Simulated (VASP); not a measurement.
Input of a VASP 6.6.1 run:

Contents of INCAR:

```
SYSTEM = Pt
PREC = Accurate ; ENCUT = 520
EDIFF = 1E-6 ; ISMEAR = 1
SIGMA = 0.1 ; LREAL = .False.
LASPH = .True. ; NELM = 100
ALGO = Normal ; ISIF = 2
LWAVE = .False. ; LCHARG = .False.
NBANDS = 11
```

KPOINTS

```
Automatic mesh
0
Gamma
  13 13 13
  0 0 0
```

File POSCAR:

```
Pt
1.0
    0.0000000000      2.0241980784      2.0241980784
    2.0241980784      0.0000000000      2.0241980784
    2.0241980784      2.0241980784      0.0000000000
Pt
1
Direct
    0.0000000000      0.0000000000      0.0000000000
```

Potentials or basis: VASP PAW LDA potentials, release 64 (Pt).

The run is started by

```sh
$ cat potpaw_LDA.64/Pt/POTCAR > POTCAR
$ mpirun -np 1 vasp_std > vasp.out
```

(1) What does it give for the pressure?

(2) Predict the band gap on the k mesh.

## Answers

(1) -25.9 GPa.

(2) zero (band 5 reaches 9.70 eV, above the bottom of band 6 at 7.88 eV).

Caveat: spin-orbit coupling is left out, which moves the levels of the heavy elements.
